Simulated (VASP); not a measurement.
# Co (Fm-3m) in VASP: further runs, part 2 of 2

VASP 6.6.1. Earlier steps stand in the parts before.

## 5. Single point, PBE, collinear spin, ferromagnetic start

Input file INCAR:

```
ALGO     = Normal         # electronic algorithm
EDIFF    = 1E-6           # SCF threshold, eV
ENCUT    = 600            # plane-wave cutoff, eV
GGA      = PE             # functional
GGA_COMPAT= F            
ISIF     = 2              # what is computed and relaxed
ISMEAR   = -1             # smearing method
ISPIN    = 2              # spin polarisation
LASPH    = T              # aspherical terms in the spheres
LCHARG   = T              # write CHGCAR
LELF     = T              # ELF
LMAXMIX  = 4              # l up to which the mixer works
LORBIT   = 11             # projections on sites
LREAL    = F              # projectors in reciprocal space
LVHAR    = T            
LWAVE    = F              # write WAVECAR
MAGMOM   = 0.3 0.3        # initial moments
NBANDS   = 20             # bands
NELM     = 200            # most SCF steps
PREC     = Accurate       # precision mode
SIGMA    = 0.05           # smearing width, eV
```

Input file KPOINTS:

```
k-points
0
Gamma
  11 11 11
```

Input file POSCAR:

```
Co
1.0
    3.6280000000      1.8140000000      1.8140000000
    1.8140000000      3.6280000000      1.8140000000
    1.8140000000      1.8140000000      3.6280000000
Co
2
Direct
    0.0000000000      0.0000000000      0.0000000000
    0.5000000000      0.5000000000      0.5000000000
```

Potentials or basis: VASP PAW PBE potentials, release 64 (Co).

The run is started by

```sh
> cat potpaw_PBE.64/Co/POTCAR > POTCAR
> mpirun -np 1 vasp_std > vasp.out
```

OUTCAR:

```text
EDIFF = 1E-6
   ENCUT = 600
   GGA = PE
   ISIF = 2
   ISMEAR = -1
   ISPIN = 2
   LASPH = T
   LORBIT = 11
   LREAL = F
   NELM = 200
   PREC = Accurate

 ion  position               nearest neighbor table
   1  0.000  0.000  0.000-   2 2.57   2 2.57   2 2.57   2 2.57   2 2.57   2 2.57
   2  0.500  0.500  0.500-   1 2.57   1 2.57   1 2.57   1 2.57   1 2.57   1 2.57

  LATTYP: Found a trigonal (rhomboedric) cell.
 ALAT       =     4.4433743934
 COS(alpha) =     0.8333333333

  Lattice vectors:

 A1 = (   3.6280000000,   1.8140000000,   1.8140000000)
 A2 = (   1.8140000000,   3.6280000000,   1.8140000000)
 A3 = (   1.8140000000,   1.8140000000,   3.6280000000)

Analysis of symmetry for initial positions (statically):
=====================================================================
 Subroutine PRICEL returns following result:

  LATTYP: Found a face centered cubic cell.
 ALAT       =     3.6280000000
[... 12 lines left out ...]
 Subroutine GETGRP returns: Found 12 space group operations
 (whereof 12 operations were pure point group operations)
 out of a pool of 12 trial point group operations.

The static configuration has the point symmetry D_3d.

Analysis of symmetry for dynamics (positions and initial velocities):
=====================================================================
 Subroutine PRICEL returns following result:

  LATTYP: Found a face centered cubic cell.
 ALAT       =     3.6280000000
[... 12 lines left out ...]
 Subroutine GETGRP returns: Found 12 space group operations
 (whereof 12 operations were pure point group operations)
 out of a pool of 12 trial point group operations.

The dynamic configuration has the point symmetry D_3d.

Analysis of structural, dynamic, and magnetic symmetry:
=====================================================================
 Subroutine PRICEL returns following result:

  LATTYP: Found a face centered cubic cell.
 ALAT       =     3.6280000000
[... 12 lines left out ...]
 Subroutine GETGRP returns: Found 12 space group operations
[... 135 lines left out ...]
 maximum number of plane-waves:       814
   NGX = 17   NGY = 17   NGZ = 17

 number of electron      18.0000000 magnetization      -0.0006146

 number of electron      18.0000000 magnetization       0.0010828

 Free energy of the ion-electron system (eV)
  ---------------------------------------------------
  ext. energy  EPLUGINS =         0.00000000
  ---------------------------------------------------
  free energy    TOTEN  =       -13.37540428 eV

  energy without entropy =      -13.32602621  energy(sigma->0) =      -13.35071524

 E-fermi :   8.7373     XC(G=0): -12.8675

 val. band max:        8.7371526390   @ k =  -0.4545  -0.4545   0.3636
 cond. band min:       8.7373493395   @ k =  -0.3636  -0.3636   0.2727
 fundamental gap:      0.0001967004
 Fermi energy:         8.7372609777

 spin component 1

 k-point     1 :       0.0000    0.0000    0.0000
  band No.  band energies     occupation
      1       0.5901      1.00000
      2       4.6966      1.00000
      3       7.1448      1.00000
      4       7.1448      1.00000
      5       7.1901      1.00000
      6       7.1909      1.00000
[... 541 lines left out ...]
     19      34.5751      0.00000
     20      35.3042      0.00000

 [... further k-points ...]

 spin component 2

 k-point     1 :       0.0000    0.0000    0.0000
  band No.  band energies     occupation
      1       0.5902      1.00000
      2       4.6967      1.00000
      3       7.1455      1.00000
      4       7.1455      1.00000
      5       7.1903      1.00000
      6       7.1910      1.00000
[... 541 lines left out ...]
     19      34.5753      0.00000
     20      35.3043      0.00000

 [... further k-points ...]
[... 5 lines left out ...]
  --------------------------------------------------------------------------------------
  -------------------------------------------------------------------------------------
  Total       -3.9541434     -3.9541434     -3.9541434     -0.0137990     -0.0137990     -0.0137990
  in kB     -265.3329300   -265.3329300   -265.3329300     -0.9259442     -0.9259442     -0.9259442
  external PRESSURE =    -265.3329300 kB  Pullay stress =       0.0000000 kB

 VOLUME and BASIS-vectors are now :
 -----------------------------------------------------------------------------
  energy-cutoff  :      600.00
  volume of cell :       23.88
      direct lattice vectors                 reciprocal lattice vectors
     3.628000000  1.814000000  1.814000000     0.413450937 -0.137816979 -0.137816979
     1.814000000  3.628000000  1.814000000    -0.137816979  0.413450937 -0.137816979
     1.814000000  1.814000000  3.628000000    -0.137816979 -0.137816979  0.413450937

 POSITION                                       TOTAL-FORCE (eV/Angst)
 -----------------------------------------------------------------------------------
      0.00000      0.00000      0.00000        -0.000000      0.000000     -0.000000
      3.62800      3.62800      3.62800         0.000000     -0.000000      0.000000
 -----------------------------------------------------------------------------------
    total drift:                                0.000000      0.000000      0.000000

  FREE ENERGIE OF THE ION-ELECTRON SYSTEM (eV)
  ---------------------------------------------------
  free  energy   TOTEN  =       -13.3754042792 eV

  energy  without entropy=      -13.3260262099  energy(sigma->0) =      -13.35071524

 total charge

# of ion       s       p       d       tot
------------------------------------------
    1        0.443   0.434   7.228   8.105
    2        0.443   0.434   7.228   8.105
--------------------------------------------------
tot          0.887   0.867  14.456  16.210

 magnetization (x)

# of ion       s       p       d       tot
------------------------------------------
    1       -0.000  -0.000   0.001   0.001
    2       -0.000  -0.000   0.001   0.001
--------------------------------------------------
tot         -0.000  -0.000   0.002   0.002
```

OSZICAR:

```text
N       E                     dE             d eps       ncg     rms          rms(c)
DAV:   1     0.934098946136E+02    0.93410E+02   -0.80375E+03 12168   0.123E+03
DAV:   2    -0.108693664024E+02   -0.10428E+03   -0.94278E+02 11860   0.227E+02
DAV:   3    -0.159582637374E+02   -0.50889E+01   -0.48029E+01 13284   0.603E+01
DAV:   4    -0.160483127225E+02   -0.90049E-01   -0.89910E-01 14332   0.706E+00
DAV:   5    -0.160510912697E+02   -0.27785E-02   -0.27782E-02 13832   0.115E+00    0.134E+01
DAV:   6    -0.141819094493E+02    0.18692E+01   -0.10259E+01 12956   0.625E+01    0.798E+00
DAV:   7    -0.134894673514E+02    0.69244E+00   -0.18744E+00 12952   0.251E+01    0.313E+00
DAV:   8    -0.136423109322E+02   -0.15284E+00   -0.43837E-02 17248   0.309E+00    0.561E+00
DAV:   9    -0.134569166451E+02    0.18539E+00   -0.27800E-02 15588   0.338E+00    0.329E+00
DAV:  10    -0.133845661533E+02    0.72350E-01   -0.27535E-02 17452   0.277E+00    0.912E-01
DAV:  11    -0.133775946839E+02    0.69715E-02   -0.33095E-03 17356   0.713E-01    0.499E-01
DAV:  12    -0.133760707796E+02    0.15239E-02   -0.22319E-04 14924   0.196E-01    0.272E-01
DAV:  13    -0.133754052464E+02    0.66553E-03   -0.93705E-05 17000   0.118E-01    0.349E-02
DAV:  14    -0.133754026729E+02    0.25735E-05   -0.18159E-05 15396   0.566E-02    0.142E-02
DAV:  15    -0.133754040125E+02   -0.13396E-05   -0.32264E-06 12184   0.259E-02    0.852E-03
DAV:  16    -0.133754042792E+02   -0.26661E-06   -0.60241E-07  6404   0.116E-02
   1 F= -.13375404E+02 E0= -.13350715E+02  d E =-.493781E-01  mag=    -0.0000
```

stdout:

```text
POSCAR found type information on POSCAR Co
 POSCAR found :  1 types and       2 ions
 scaLAPACK will be used
 LDA part: xc-table for (Slater+PW92), standard interpolation
 POSCAR, INCAR and KPOINTS ok, starting setup
 FFT: planning ... GRIDC
 FFT: planning ... GRID_SOFT
 FFT: planning ... GRID
 WAVECAR not read
 entering main loop
```

Wall time 7.7 min (1 thread of Intel Xeon Platinum 8375C at 2.90GHz (Ice Lake), shared host); peak memory 0.32 GiB.

What came out:

```
Free energy                                           : -13.3754 eV
Pressure                                              : -26.5 GPa
Band gap on the k mesh                                : zero (filled and empty bands overlap)
Net moment                                            : 0.00 μB per cell
Valence electrons inside the program's atomic spheres : Co 8.11
```

Caveat: the cell stands under tension.
